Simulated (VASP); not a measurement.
Mg2Br3:

```
Mg Br
1.0
     4.50826    0.00000    0.00000
    -2.25413    3.90427    0.00000
     0.00000    0.00000    7.01413
Mg Br
2 3
Direct
  0.33333 0.66667 0.24500
  0.66667 0.33333 0.75500
  0.00000 0.00000 0.00000
  0.33333 0.66667 0.64500
  0.66667 0.33333 0.35500
```

```yaml
Program: VASP 6.6.1
Task: relaxation of cell and atoms
Functional: PBE
Potentials_or_basis: VASP PAW PBE potentials, release 64 (Mg, Br)
Cutoff: 600 eV
k_mesh: 6 × 6 × 4
Occupations: gaussian, width 0.1 eV
Spin: no spin polarisation
```

At the start: pressure 3.4 GPa; volume 24.69 Å³/atom.

**Question.** Where does the relaxation end?

**Answer.** Over 24 steps the energy falls by 162.7 meV/atom and the volume is 29.24 Å³/atom (+18.4 %); space group P-3m1 (No. 164, to 0.1 Å) before and after.

Step by step:
```
step  energy change (eV)  largest force (eV/Å)  pressure (GPa)  volume (Å³)
   1              0.0000                0.4964            3.39       123.46
   2             -0.1420                0.2875            0.44       133.03
   3             -0.1517                0.2268           -0.43       136.89
   4             -0.1760                0.2414           -0.36       136.52
   5             -0.2518                0.3112            0.02       135.32
   6             -0.4039                0.4665            1.28       132.38
   7             -0.4316                0.8106            5.39       124.63
   8             -0.4907                0.6295            3.83       127.36
   9             -0.4973                0.6275            3.83       127.47
  10             -0.5161                0.6200            3.82       127.79
  11             -0.5499                0.6098            3.82       128.40
  12             -0.6013                0.6026            3.83       129.48
  13             -0.6333                0.4829            3.97       131.11
  14             -0.6875                0.3713            3.23       133.32
  15             -0.7872                0.0620            1.24       140.08
  16             -0.7413                0.4445           -1.68       154.30
  17             -0.8048                0.1419            0.00       145.19
  18             -0.8050                0.1266            0.10       144.75
  19             -0.8062                0.1176            0.09       144.89
  20             -0.8092                0.0917            0.06       145.32
  21             -0.8123                0.0422            0.00       146.18
  22             -0.8125                0.0451           -0.02       146.47
  23             -0.8129                0.0429           -0.01       146.41
  24             -0.8136                0.0353            0.05       146.21
```

Final structure:
```
Mg Br
1.0
     4.11914    0.00000    0.00000
    -2.05957    3.56728    0.00000
     0.00000    0.00000    9.95026
Mg Br
2 3
Direct
  0.33333 0.66667 0.18169
  0.66667 0.33333 0.81831
  0.00000 0.00000 0.00000
  0.33333 0.66667 0.68227
  0.66667 0.33333 0.31773
```

Caveat: the volume moved by over 15 % at a fixed basis, so the end points are rough; this functional lacks dispersion, which binds layers or chains, so the pressure and a relaxed spacing across them are unreliable; an odd number of electrons without spin polarisation forces a metal; a magnetic or distorted state may lie lower.
